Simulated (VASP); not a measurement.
# Be (P6_3/mmc) in VASP: settings compared, part 2 of 2

VASP 6.6.1. Earlier steps stand in the parts before.

**4. Single point, PBE**

This run uses another cell than the first one, of 7.78 Å³/atom, 1.021 times its volume.

File INCAR:

```
ALGO = Fast
EDIFF = 1E-6
ENCUT = 520
GGA = PE
ISIF = 2
ISMEAR = -1
LASPH = True
LCHARG = False
LREAL = False
LWAVE = False
NBANDS = 9
NELM = 100
PREC = Accurate
SIGMA = 0.05
```

File KPOINTS:

```
k-points
0
Gamma
  13 13 8
```

File POSCAR:

```
Be
1.0
    2.2544137814      0.0000000000      0.0000000000
   -1.1272068907      1.9523796054      0.0000000000
    0.0000000000      0.0000000000      3.5357589267
Be
2
Direct
    0.6666666667      0.3333333333      0.7500000000
    0.3333333333      0.6666666667      0.2500000000
```

Potentials or basis: VASP PAW PBE potentials, release 64 (Be).

On the command line:

```sh
$ cat potpaw_PBE.64/Be/POTCAR > POTCAR
$ mpirun -np 1 vasp_std > vasp.out
```

OUTCAR:

```text
EDIFF = 1E-6
   ENCUT = 520
   GGA = PE
   ISIF = 2
   ISMEAR = -1
   LASPH = True
   LREAL = False
   NELM = 100
   PREC = Accurate

 ion  position               nearest neighbor table
   1  0.667  0.333  0.750-   2 2.20   2 2.20   2 2.20   2 2.20   2 2.20   2 2.20
   2  0.333  0.667  0.250-   1 2.20   1 2.20   1 2.20   1 2.20   1 2.20   1 2.20

  LATTYP: Found a hexagonal cell.
 ALAT       =     2.2544137814
 C/A-ratio  =     1.5683717674

  Lattice vectors:

 A1 = (   2.2544137814,   0.0000000000,   0.0000000000)
 A2 = (  -1.1272068907,   1.9523796054,   0.0000000000)
 A3 = (   0.0000000000,   0.0000000000,   3.5357589267)

Analysis of symmetry for initial positions (statically):
=====================================================================
 Subroutine PRICEL returns:
 Original cell was already a primitive cell.

 Routine SETGRP: Setting up the symmetry group for a
 hexagonal supercell.

 Subroutine GETGRP returns: Found 24 space group operations
 (whereof 12 operations were pure point group operations)
 out of a pool of 24 trial point group operations.

The static configuration has the point symmetry D_3d.
 The point group associated with its full space group is D_6h.
[... 163 lines left out ...]
 E-fermi :   6.9926     XC(G=0): -10.6578

 val. band max:        6.9171014789   @ k =   0.2308   0.1538   0.0000
 cond. band min:       7.0698838459   @ k =   0.3077   0.1538   0.0000
 fundamental gap:      0.1527823670
 Fermi energy:         6.9925511557

 k-point     1 :       0.0000    0.0000    0.0000
  band No.  band energies     occupation
      1      -4.2827      2.00000
      2       2.6958      2.00000
      3       8.3913      0.00000
      4      23.2724      0.00000
      5      23.2724      0.00000
      6      26.1735      0.00000
      7      26.1735      0.00000
      8      28.4379      0.00000
      9      34.4734      0.00000
[... 265 lines left out ...]
 k-point    24 :       0.1538    0.0000    0.1250
  band No.  band energies     occupation
      1      -3.4617      2.00000
      2       2.7676      2.00000
      3       9.6874      0.00000
      4      19.1426      0.00000
      5      20.8040      0.00000
      6      25.4039      0.00000
      7      26.2323      0.00000
      8      26.3568      0.00000
      9      29.4262      0.00000

 [... further k-points ...]
[... 5 lines left out ...]
  --------------------------------------------------------------------------------------
  -------------------------------------------------------------------------------------
  Total        0.2370478      0.2370478      0.2035597      0.0000000     -0.0000000      0.0000000
  in kB       24.4042798     24.4042798     20.9566498      0.0000000     -0.0000000      0.0000000
  external PRESSURE =      23.2550698 kB  Pullay stress =       0.0000000 kB

 VOLUME and BASIS-vectors are now :
 -----------------------------------------------------------------------------
  energy-cutoff  :      520.00
  volume of cell :       15.56
      direct lattice vectors                 reciprocal lattice vectors
     2.254413781  0.000000000  0.000000000     0.443574293  0.256097738  0.000000000
    -1.127206891  1.952379605  0.000000000     0.000000000  0.512195475  0.000000000
     0.000000000  0.000000000  3.535758927     0.000000000  0.000000000  0.282824712

 POSITION                                       TOTAL-FORCE (eV/Angst)
 -----------------------------------------------------------------------------------
      1.12721      0.65079      2.65182        -0.000000      0.000000      0.000000
     -0.00000      1.30159      0.88394         0.000000     -0.000000      0.000000
 -----------------------------------------------------------------------------------
    total drift:                                0.000000     -0.000000      0.000000

  FREE ENERGIE OF THE ION-ELECTRON SYSTEM (eV)
  ---------------------------------------------------
  free  energy   TOTEN  =        -7.5294859622 eV

  energy  without entropy=       -7.5284645986  energy(sigma->0) =       -7.52897528
```

OSZICAR:

```text
N       E                     dE             d eps       ncg     rms          rms(c)
DAV:   1    -0.278224450671E+01   -0.27822E+01   -0.17746E+03  1946   0.364E+02
DAV:   2    -0.754066666421E+01   -0.47584E+01   -0.46476E+01  2855   0.533E+01
DAV:   3    -0.759705097731E+01   -0.56384E-01   -0.56151E-01  2169   0.371E+00
DAV:   4    -0.759714331040E+01   -0.92333E-04   -0.92331E-04  2347   0.151E-01
DAV:   5    -0.759714335125E+01   -0.40843E-07   -0.41521E-07  2103   0.322E-03    0.124E+00
RMM:   6    -0.754858708729E+01    0.48556E-01   -0.56544E-03  1920   0.802E-01    0.761E-01
RMM:   7    -0.752948332704E+01    0.19104E-01   -0.69752E-03  1968   0.800E-01    0.273E-02
RMM:   8    -0.752948555136E+01   -0.22243E-05   -0.37900E-04  2103   0.180E-01    0.111E-02
RMM:   9    -0.752948866794E+01   -0.31166E-05   -0.14286E-05  2235   0.253E-02    0.336E-03
RMM:  10    -0.752948665853E+01    0.20094E-05   -0.95943E-07  2013   0.742E-03    0.185E-03
RMM:  11    -0.752948596221E+01    0.69632E-06   -0.90289E-08  1822   0.268E-03
   1 F= -.75294860E+01 E0= -.75289753E+01  d E =-.102136E-02
```

stdout:

```text
POSCAR found type information on POSCAR Be
 POSCAR found :  1 types and       2 ions
 scaLAPACK will be used
 LDA part: xc-table for (Slater+PW92), standard interpolation
 POSCAR, INCAR and KPOINTS ok, starting setup
 FFT: planning ... GRIDC
 FFT: planning ... GRID_SOFT
 FFT: planning ... GRID
 WAVECAR not read
 entering main loop
```

Run time: 20 s. Hardware: 1 thread of Intel Xeon 8259CL, shared host; peak memory 0.13 GiB.

Results:

* Free energy: -7.5295 eV
* Pressure: 2.3 GPa
* Band gap on the k mesh: zero (band 2 reaches 8.26 eV, above the bottom of band 3 at 6.62 eV)

Levels at points of the mesh, in eV from the Fermi level:
| k point | band 1 | band 2 | band 3 | band 4 | band 5 | band 6 | band 7 |
| --- | --- | --- | --- | --- | --- | --- | --- |
| (0.00, 0.00, 0.00) | -11.28 | -4.30 | 1.40 | 16.28 | 16.28 | 19.18 | 19.18 |
| (0.00, 0.00, 0.50) | -9.09 | -9.09 | 11.13 | 11.13 | 17.97 | 17.97 | 17.97 |

**5. Single point, PBE**

This run uses another cell than the first one, of 7.94 Å³/atom, 1.043 times its volume.

File INCAR:

```
PREC     = Accurate       # precision mode
ENCUT    = 520            # plane-wave cutoff, eV
EDIFF    = 1E-6           # SCF threshold, eV
ISMEAR   = -1             # smearing method
SIGMA    = 0.05           # smearing width, eV
LREAL    = F              # projectors in reciprocal space
LASPH    = T              # aspherical terms in the spheres
NELM     = 60             # most SCF steps
ALGO     = Normal         # electronic algorithm
ISIF     = 2              # what is computed and relaxed
LWAVE    = F              # write WAVECAR
LCHARG   = F              # write CHGCAR
GGA      = PE             # functional
NBANDS   = 9              # bands
```

File KPOINTS:

```
regular mesh
0
Gamma
  13 13 8
```

File POSCAR:

```
Be
1.0
    2.2699619540      0.0000000000      0.0000000000
   -1.1349809770      1.9658447178      0.0000000000
    0.0000000000      0.0000000000      3.5601442416
Be
2
Direct
    0.6666666667      0.3333333333      0.7500000000
    0.3333333333      0.6666666667      0.2500000000
```

On the command line:

```sh
$ cat potpaw_PBE.64/Be/POTCAR > POTCAR
$ mpirun -np 1 vasp_std > vasp.out
```

It took 19 s on 1 thread of Intel Xeon 8259CL, shared host; peak memory 0.13 GiB.

The run converged. Its results:

* Free energy: -7.5315 eV
* Pressure: -0.3 GPa
* Band gap on the k mesh: zero (band 2 reaches 8.08 eV, above the bottom of band 3 at 6.45 eV)

Stress tensor (GPa, compression positive):
```
-0.04  0.00  0.00
 0.00 -0.04  0.00
 0.00  0.00 -0.76
```

Levels at points of the mesh, in eV from the Fermi level:
| k point | band 1 | band 2 | band 3 | band 4 | band 5 |
| --- | --- | --- | --- | --- | --- |
| (0.00, 0.00, 0.00) | -11.17 | -4.23 | 1.32 | 16.01 | 16.01 |
| (0.00, 0.00, 0.50) | -9.00 | -9.00 | 10.95 | 10.95 | 17.67 |

**6. Overview**

| level | cell | gap on the mesh (eV) | pressure (GPa) |
| --- | --- | --- | --- |
| PBE | a = 2.239, b = 2.239, c = 3.511 Å, angles 90.0, 90.0, 120.0°, 2 atoms | none | 5.2 |
| PBEsol | a = 2.249, b = 2.249, c = 3.526 Å, angles 90.0, 90.0, 120.0°, 2 atoms | none | 2.4 |
| PBE | a = 2.254, b = 2.254, c = 3.536 Å, angles 90.0, 90.0, 120.0°, 2 atoms | none | 2.3 |
| PBE | a = 2.270, b = 2.270, c = 3.560 Å, angles 90.0, 90.0, 120.0°, 2 atoms | none | -0.3 |

Alike in all rows: task single point; potentials or basis VASP PAW PBE potentials, release 64 (Be); no spin polarisation; k mesh 13 × 13 × 8; cutoff (eV) 520; smearing fermi-dirac 0.05 eV.

Caveats: the PAW data sets were made with another functional, which shifts forces and pressure a little (some runs).

Total energies depend on the potentials used, so only differences within one code and one set of settings carry meaning.
